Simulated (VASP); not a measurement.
# GaGe (R-3m) in VASP: further runs

GaGe is run at these levels: PBE; tasks: single point, relaxation of cell and atoms.

Program: VASP 6.6.1. These are calculated values, not measurements. Logs are shortened: lines on timing, memory, paths and dates and some standing lists are left out, and cuts for length are marked.

## (1) The cell of the first run

The structure is trigonal, space group R-3m (No. 166). Conventional cell: a = 3.021 Å, b = 3.021 Å, c = 14.915 Å, α = 90.00°, β = 90.00°, γ = 120.00°. Ga (site symmetry -3m) has 6 Ga at 3.02 Å and 6 Ge at 3.04 Å within 4.0 Å. Within 4.0 Å of Ge (site symmetry -3m) lie 6 Ge at 3.02 Å and 6 Ga at 3.04 Å.

## (2) Single point, PBE

INCAR

```
PREC = Accurate
ENCUT = 520
EDIFF = 1E-6
ISMEAR = 0
SIGMA = 0.1
LREAL = False
LASPH = True
NELM = 60
ALGO = Normal
ISIF = 2
LWAVE = False
LCHARG = True
GGA = PE
LELF = True
LVHAR = True
NBANDS = 20
```

KPOINTS

```
regular mesh
0
Gamma
  6 6 6
```

POSCAR

```
GaGe
1.0
    1.5103351808      0.8719924232      4.9716269506
   -1.5103351808      0.8719924232      4.9716269506
    0.0000000000     -1.7439848464      4.9716269506
Ga Ge
1 1
Direct
    0.0000000000      0.0000000000      0.0000000000
    0.5000000000      0.5000000000      0.5000000000
```

Potentials or basis: VASP PAW PBE potentials, release 64 (Ga_d, Ge_d).

The run is started by

```bash
> cat potpaw_PBE.64/Ga_d/POTCAR potpaw_PBE.64/Ge_d/POTCAR > POTCAR
> mpirun -np 1 vasp_std > vasp.out
```

OUTCAR:

```text
PREC = Accurate
   ENCUT = 520
   EDIFF = 1E-6
   ISMEAR = 0
   LREAL = False
   LASPH = True
   NELM = 60
   ISIF = 2
   GGA = PE

 ion  position               nearest neighbor table
   1  0.000  0.000  0.000-
   2  0.500  0.500  0.500-

  LATTYP: Found a trigonal (rhomboedric) cell.
 ALAT       =     5.2686390729
 COS(alpha) =     0.8356461899

  Lattice vectors:

 A1 = (   1.5103351808,   0.8719924232,   4.9716269506)
 A2 = (  -1.5103351808,   0.8719924232,   4.9716269506)
 A3 = (   0.0000000000,  -1.7439848464,   4.9716269506)

Analysis of symmetry for initial positions (statically):
=====================================================================
 Subroutine PRICEL returns:
 Original cell was already a primitive cell.

 Routine SETGRP: Setting up the symmetry group for a
 trigonal (rhombohedral) supercell.

 Subroutine GETGRP returns: Found 12 space group operations
 (whereof 12 operations were pure point group operations)
 out of a pool of 12 trial point group operations.

The static configuration has the point symmetry D_3d.

Analysis of symmetry for dynamics (positions and initial velocities):
=====================================================================
 Subroutine PRICEL returns:
 Original cell was already a primitive cell.

 Routine SETGRP: Setting up the symmetry group for a
 trigonal (rhombohedral) supercell.

 Subroutine GETGRP returns: Found 12 space group operations
 (whereof 12 operations were pure point group operations)
 out of a pool of 12 trial point group operations.

The dynamic configuration has the point symmetry D_3d.

 Subroutine INISYM returns: Found 12 space group operations
 (whereof 12 operations are pure point group operations),
 and found     1 'primitive' translations

----------------------------------------------------------------------------------------

                                     Primitive cell

  volume of cell :      39.2858

  direct lattice vectors                    reciprocal lattice vectors
     1.510335181  0.871992423  4.971626951     0.331052343  0.191133159  0.067047133
    -1.510335181  0.871992423  4.971626951    -0.331052343  0.191133159  0.067047133
     0.000000000 -1.743984846  4.971626951     0.000000000 -0.382266318  0.067047133

  length of vectors
     5.268639073  5.268639073  5.268639073     0.388101606  0.388101606  0.388101606

  position of ions in fractional coordinates (direct lattice)
     0.000000000  0.000000000  0.000000000
     0.500000000  0.500000000  0.500000000

  ion indices of the primitive-cell ions
   primitive index   ion index
                 1           1
                 2           2

----------------------------------------------------------------------------------------

 KPOINTS: regular mesh

Automatic generation of k-mesh.
 Grid dimensions read from file:
 generate k-points for:    6    6    6

 Generating k-lattice:

  Cartesian coordinates                     Fractional coordinates (reciprocal lattice)
     0.055175390  0.031855527  0.011174522     0.166666667 -0.000000000 -0.000000000
    -0.055175390  0.031855527  0.011174522    -0.000000000  0.166666667 -0.000000000
     0.000000000 -0.063711053  0.011174522    -0.000000000 -0.000000000  0.166666667

  Length of vectors
     0.064683601  0.064683601  0.064683601

  Shift w.r.t. Gamma in fractional coordinates (k-lattice)
     0.000000000  0.000000000  0.000000000

 Subroutine IBZKPT returns following result:
 ===========================================

 Found     32 irreducible k-points:

 Following reciprocal coordinates:
            Coordinates               Weight
  0.000000  0.000000  0.000000      1.000000
  0.166667  0.000000  0.000000      6.000000
  0.333333  0.000000 -0.000000      6.000000
  0.500000 -0.000000  0.000000      3.000000
  0.166667  0.166667  0.000000      6.000000
  0.333333  0.166667  0.000000     12.000000
[... 16 lines left out ...]
  0.500000  0.500000  0.166667      6.000000
 -0.333333  0.500000  0.166667     12.000000
 [... further k-points ...]
   k-points           NKPTS =     32   k-points in BZ     NKDIM =     32   number of bands    NBANDS=     20
   number of dos      NEDOS =    301   number of ions     NIONS =      2
   total plane-waves  NPLWV =  64000
   dimension x,y,z NGX =    40 NGY =   40 NGZ =   40
   dimension x,y,z NGXF=    80 NGYF=   80 NGZF=   80
   ions per type =               1   1
   NGX,Y,Z   is equivalent  to a cutoff of  12.62, 12.62, 12.62 a.u.
   NGXF,Y,Z  is equivalent  to a cutoff of  25.24, 25.24, 25.24 a.u.
 SYSTEM =  unknown system
   PREC   = accura    normal or accurate (medium, high low for compatibility)
   ISTART =      0    job   : 0-new  1-cont  2-samecut
   ICHARG =      2    charge: 1-file 2-atom 10-const
   ISPIN  =      1    spin polarized calculation?
   LNONCOLLINEAR =      F non collinear calculations
   LSORBIT =      F    spin-orbit coupling
   LASPH  =      T    aspherical Exc in radial PAW
   ENCUT  =  520.0 eV  38.22 Ry    6.18 a.u.   9.80  9.80  9.80*2*pi/ulx,y,z
   NELM   =     60;   NELMIN=  2; NELMDL= -5     # of ELM steps
   EDIFF  = 0.1E-05   stopping-criterion for ELM
   LREAL  =      F    real-space projection
   EDIFFG = 0.1E-04   stopping-criterion for IOM
   NSW    =      0    number of steps for IOM
   IBRION =     -1    ionic relax: 0-MD 1-quasi-New 2-CG
   NFREE  =      0    steps in history (QN), initial steepest desc. (CG)
   ISIF   =      2    stress and relaxation
   ISYM   =      2    0-nonsym 1-usesym 2-fastsym
   POTIM  = 0.5000    time-step for ionic-motion
   TEBEG  =    0.0;   TEEND  =   0.0 temperature during run
   PSTRESS=    0.0 pullay stress
   NELECT =      27.0000    total number of electrons
   NUPDOWN=      -1.0000    fix difference up-down
   EMIN   =  10.00;   EMAX   =-10.00  energy-range for DOS
   EFERMI =   0.00;   METHOD = LEGACY
   ISMEAR =     0;   SIGMA  =   0.10  broadening in eV -4-tet -1-fermi 0-gaus
   EFERMI_NEDOS =   21; number of points for ismear=-14 and -15
   IALGO  =     38    algorithm
   IMIX   =      4    mixing-type and parameters
     AMIX     =   0.40;   BMIX     =  1.00
     AMIX_MAG =   1.60;   BMIX_MAG =  1.00
  volume/ion in A,a.u.               =      19.64       132.56
  Fermi-wavevector in a.u.,A,eV,Ry     =   1.444722  2.730128 28.398356  2.087220
  Thomas-Fermi vector in A             =   2.562984
   LORBIT       =      0    0 simple, 1 ext, 2 COOP (PROOUT), +10 PAW based schemes
   GGA     = PE    functional components
   LHFCALC =     F    Hartree Fock is set to
   AEXX    =    0.0000 exact exchange contribution
   IVDW    =     0    specifies the selected vdW correction
   LEPSILON=     F    determine dielectric tensor
   LRPA    =     F    only Hartree local field effects (RPA)
 non-spin polarized calculation
 Gauss-broadening in eV      SIGMA  =   0.10
  energy-cutoff  :      520.00
  volume of cell :       39.29
 maximum number of plane-waves:      1075
   NGX = 19   NGY = 19   NGZ = 19

 number of electron      26.9999996 magnetization

 Free energy of the ion-electron system (eV)
  ---------------------------------------------------
  ext. energy  EPLUGINS =         0.00000000
  ---------------------------------------------------
  free energy    TOTEN  =        -7.04119111 eV

  energy without entropy =       -7.03545979  energy(sigma->0) =       -7.03832545

 E-fermi :   6.1283     XC(G=0): -10.9544

 val. band max:        5.9231608066   @ k =  -0.3333   0.1667   0.0000
 cond. band min:       6.1449446777   @ k =   0.5000   0.3333   0.1667
 fundamental gap:      0.2217838711
 Fermi energy:         6.1282662098

 k-point     1 :       0.0000    0.0000    0.0000
  band No.  band energies     occupation
      1     -19.0502      2.00000
      2     -19.0502      2.00000
      3     -19.0368      2.00000
      4     -18.9862      2.00000
      5     -18.9862      2.00000
      6      -8.9795      2.00000
[... 12 lines left out ...]
     19      18.5483      0.00000
     20      18.9606      0.00000

 k-point     2 :       0.1667    0.0000    0.0000
  band No.  band energies     occupation
      1     -19.0557      2.00000
      2     -19.0307      2.00000
      3     -19.0224      2.00000
      4     -18.9966      2.00000
      5     -18.9885      2.00000
      6      -8.9583      2.00000
[... 12 lines left out ...]
     19      16.1605      0.00000
     20      18.3542      0.00000

 k-point     3 :       0.3333    0.0000   -0.0000
  band No.  band energies     occupation
      1     -19.0696      2.00000
      2     -19.0173      2.00000
      3     -18.9935      2.00000
      4     -18.9915      2.00000
      5     -18.9911      2.00000
      6      -8.9932      2.00000
[... 12 lines left out ...]
     19      14.4970      0.00000
     20      16.3653      0.00000

 k-point     4 :       0.5000   -0.0000    0.0000
  band No.  band energies     occupation
      1     -19.0767      2.00000
      2     -19.0275      2.00000
      3     -18.9957      2.00000
      4     -18.9763      2.00000
      5     -18.9715      2.00000
      6      -9.0166      2.00000
[... 12 lines left out ...]
     19      13.8963      0.00000
     20      15.3563      0.00000

 k-point     5 :       0.1667    0.1667    0.0000
  band No.  band energies     occupation
      1     -19.0557      2.00000
      2     -19.0307      2.00000
      3     -19.0223      2.00000
      4     -18.9966      2.00000
      5     -18.9885      2.00000
      6      -8.9572      2.00000
[... 12 lines left out ...]
     19      15.7067      0.00000
     20      19.0187      0.00000
[... 353 lines left out ...]
      6      -8.9585      2.00000
[... 12 lines left out ...]
     19      15.4395      0.00000
     20      16.6249      0.00000

 k-point    22 :      -0.1667    0.3333    0.1667
  band No.  band energies     occupation
      1     -19.0543      2.00000
      2     -19.0223      2.00000
      3     -19.0012      2.00000
      4     -18.9958      2.00000
      5     -18.9749      2.00000
      6      -8.9581      2.00000
[... 12 lines left out ...]
     19      16.9839      0.00000
     20      17.4128      0.00000

 k-point    23 :       0.5000    0.5000    0.1667
  band No.  band energies     occupation
      1     -19.0696      2.00000
      2     -19.0176      2.00000
      3     -18.9935      2.00000
      4     -18.9914      2.00000
      5     -18.9911      2.00000
      6      -8.9930      2.00000
[... 12 lines left out ...]
     19      14.7138      0.00000
     20      15.1761      0.00000

 k-point    24 :      -0.3333    0.5000    0.1667
  band No.  band energies     occupation
      1     -19.0543      2.00000
      2     -19.0225      2.00000
      3     -19.0012      2.00000
      4     -18.9958      2.00000
      5     -18.9747      2.00000
      6      -8.9586      2.00000
[... 12 lines left out ...]
     19      13.7116      0.00000
     20      15.7149      0.00000

 [... further k-points ...]

------------------------ aborting loop because EDIFF is reached ----------------------------------------

  FORCE on cell =-STRESS in cart. coord.  units (eV):
  Direction    XX          YY          ZZ          XY          YZ          ZX
  --------------------------------------------------------------------------------------
  -------------------------------------------------------------------------------------
  Total       -0.0639172     -0.0639172      0.0472624      0.0000000     -0.0000000      0.0000000
  in kB       -2.6067098     -2.6067098      1.9274839      0.0000000     -0.0000000      0.0000000
  external PRESSURE =      -1.0953119 kB  Pullay stress =       0.0000000 kB

 VOLUME and BASIS-vectors are now :
 -----------------------------------------------------------------------------
  energy-cutoff  :      520.00
  volume of cell :       39.29
      direct lattice vectors                 reciprocal lattice vectors
     1.510335181  0.871992423  4.971626951     0.331052343  0.191133159  0.067047133
    -1.510335181  0.871992423  4.971626951    -0.331052343  0.191133159  0.067047133
     0.000000000 -1.743984846  4.971626951     0.000000000 -0.382266318  0.067047133

 POSITION                                       TOTAL-FORCE (eV/Angst)
 -----------------------------------------------------------------------------------
      0.00000      0.00000      0.00000         0.000000      0.000000     -0.000000
      0.00000      0.00000      7.45744        -0.000000     -0.000000      0.000000
 -----------------------------------------------------------------------------------
    total drift:                               -0.000000      0.000000     -0.000000

  FREE ENERGIE OF THE ION-ELECTRON SYSTEM (eV)
  ---------------------------------------------------
  free  energy   TOTEN  =        -7.0411911059 eV

  energy  without entropy=       -7.0354597947  energy(sigma->0) =       -7.03832545
```

Wall time 74 s (1 thread of Intel Xeon 8259CL, shared host); peak memory 0.24 GiB.

Results:

* Free energy: -7.0412 eV
* Pressure: -0.1 GPa
* Band gap on the k mesh: zero (an odd number of electrons rules out a gap without spin polarisation)

Caveat: the k points lie up to 0.41 Å⁻¹ apart, too coarse for converged energies and pressures of a metal.

## (3) Single point, PBE

This run uses another cell than the first one, of 23.99 Å³/atom.

INCAR

```
SYSTEM = GaGe
PREC = Accurate ; ENCUT = 520
EDIFF = 1E-7 ; ISMEAR = 0
SIGMA = 0.1 ; LREAL = .False.
LASPH = .True. ; NELM = 60
ALGO = Normal ; ISIF = 2
LWAVE = .False. ; LCHARG = .False.
GGA = PE ; NBANDS = 20
```

KPOINTS

```
Automatic mesh
0
Gamma
  6 6 6
  0 0 0
```

POSCAR

```
GaGe
1.0
    1.6322294278      0.9423680995      5.1989529922
   -1.6322294278      0.9423680995      5.1989529922
    0.0000000000     -1.8847361990      5.1989529922
Ga Ge
1 1
Direct
    0.0000000000      0.0000000000      0.0000000000
    0.5000000000      0.5000000000      0.5000000000
```

Potentials or basis: VASP PAW PBE potentials, release 64 (Ga_d, Ge_d).

The run is started by

```bash
> cat potpaw_PBE.64/Ga_d/POTCAR potpaw_PBE.64/Ge_d/POTCAR > POTCAR
> mpirun -np 1 vasp_std > vasp.out
```

It took 2.1 min on 1 thread of Intel Xeon 8259CL, shared host; peak memory 0.26 GiB.

The run converged. Its results:

```yaml
Free_energy: -6.8205 eV
Pressure: -6.7 GPa
Band_gap_on_the_k_mesh: zero (an odd number of electrons rules out a gap without spin polarisation)
```

Stress tensor (GPa, compression positive):
```
-6.89  0.00  0.00
 0.00 -6.89  0.00
 0.00  0.00 -6.24
```

Levels at points of the mesh, in eV from the Fermi level:
```tsv
k point	band 10	band 11	band 12	band 13	band 14	band 15	band 16	band 17
(0.00, 0.00, 0.00)	-14.76	-10.76	-5.76	-3.65	5.55	5.55	8.53	8.79
(0.50, 0.00, 0.00)	-14.73	-7.18	-5.17	-1.70	-1.10	1.50	2.33	3.21
(0.50, 0.50, 0.00)	-14.73	-7.08	-3.88	-3.72	-2.55	2.60	3.29	6.23
(0.50, 0.50, 0.50)	-14.76	-10.11	-8.25	1.82	2.46	5.66	5.66	8.11
```

Caveat: the k points lie up to 0.38 Å⁻¹ apart, too coarse for converged energies and pressures of a metal.

## (4) Relaxation of cell and atoms, PBE

This run uses another cell than the first one, of 23.99 Å³/atom.

INCAR

```
SYSTEM = GaGe
ALGO = Normal
EDIFF = 1E-6
EDIFFG = -0.04
ENCUT = 600
GGA = PE
IBRION = 2
ISIF = 3
ISMEAR = 0
LASPH = .TRUE.
LCHARG = .FALSE.
LREAL = .FALSE.
LWAVE = .FALSE.
NELM = 100
NSW = 90
PREC = Accurate
SIGMA = 0.1
```

KPOINTS

```
k-points
0
G
  6 6 6
  0 0 0
```

POSCAR is that of step 3.

The run is started by

```bash
> cat potpaw_PBE.64/Ga_d/POTCAR potpaw_PBE.64/Ge_d/POTCAR > POTCAR
> mpirun -np 1 vasp_std > vasp.out
```

Run time: 12 min. Hardware: 1 thread of Intel Xeon 8259CL, shared host; peak memory 0.37 GiB.

It converged, with:

```
Free energy                           : -7.0433 eV
Relaxed volume                        : 19.68 Å³/atom
Relaxed cell                          : a = 5.285 Å, b = 5.285 Å, c = 5.285 Å, α = 33.18°, β = 33.18°, γ = 33.18°
Space group after relaxing (to 0.1 Å) : R-3m (No. 166)
Energy gained by relaxing             : 111.5 meV/atom
Ionic steps                           : 10
Pressure after relaxing               : -0.3 GPa
Band gap on the k mesh                : zero (an odd number of electrons rules out a gap without spin polarisation)
```

Step by step:
| step | energy change (eV) | largest force (eV/Å) | pressure (GPa) | volume (Å³) |
| --- | --- | --- | --- | --- |
| 1 | 0.0000 | 0.0000 | -6.68 | 47.98 |
| 2 | -0.1989 | 0.0000 | -2.26 | 41.36 |
| 3 | -0.2146 | 0.0000 | -0.21 | 39.50 |
| 4 | -0.2147 | 0.0000 | -0.02 | 39.25 |
| 5 | -0.2146 | 0.0000 | 0.23 | 39.09 |
| 6 | -0.2221 | 0.0000 | 0.42 | 38.89 |
| 7 | -0.2226 | 0.0000 | 0.38 | 38.82 |
| 8 | -0.2231 | 0.0000 | 0.37 | 39.12 |
| 9 | -0.2204 | 0.0000 | -1.03 | 40.02 |
| 10 | -0.2230 | 0.0000 | -0.28 | 39.35 |

Final structure:
```
Ga Ge
1.0
     1.50894    0.87118    4.98932
    -1.50894    0.87118    4.98932
     0.00000   -1.74237    4.98932
Ga Ge
1 1
Direct
  0.00000 0.00000 0.00000
  0.50000 0.50000 0.50000
```

Levels at points of the mesh, in eV from the Fermi level:
| k point | band 11 | band 12 | band 13 | band 14 | band 15 | band 16 |
| --- | --- | --- | --- | --- | --- | --- |
| (0.00, 0.00, 0.00) | -12.41 | -6.62 | -4.98 | 7.02 | 7.02 | 9.59 |
| (0.50, 0.00, 0.00) | -7.63 | -5.95 | -2.23 | -1.78 | 1.58 | 2.25 |
| (0.50, 0.50, 0.00) | -7.40 | -5.13 | -3.68 | -3.47 | 3.08 | 3.17 |
| (0.50, 0.50, 0.50) | -11.65 | -9.69 | 1.48 | 2.08 | 7.14 | 7.14 |

Caveat: the k points lie up to 0.41 Å⁻¹ apart in the final cell, too coarse for converged energies and pressures of a metal; the volume moved by over 15 % at a fixed basis, so the end points are rough.

## (5) Summary

| task | cell | cutoff (eV) | gap on the mesh (eV) | pressure (GPa) |
| --- | --- | --- | --- | --- |
| single point | a = 5.269 Å, angles 33.3°, 2 atoms | 520 | none | -0.1 |
| single point | a = 5.530 Å, angles 34.3°, 2 atoms | 520 | none | -6.7 |
| relaxation of cell and atoms | relaxed from a = 5.530 Å, angles 34.3°, 2 atoms | 600 | none | -0.3 |

Alike in all rows: level PBE; potentials or basis VASP PAW PBE potentials, release 64 (Ga_d, Ge_d); no spin polarisation; k mesh 6 × 6 × 6; smearing gaussian 0.1 eV.

Caveats: all runs use coarse meshes; the volume moved by over 15 % at a fixed basis, so the end points are rough (at least some runs).

Total energies depend on the potentials used, so only differences within one code and one set of settings carry meaning.
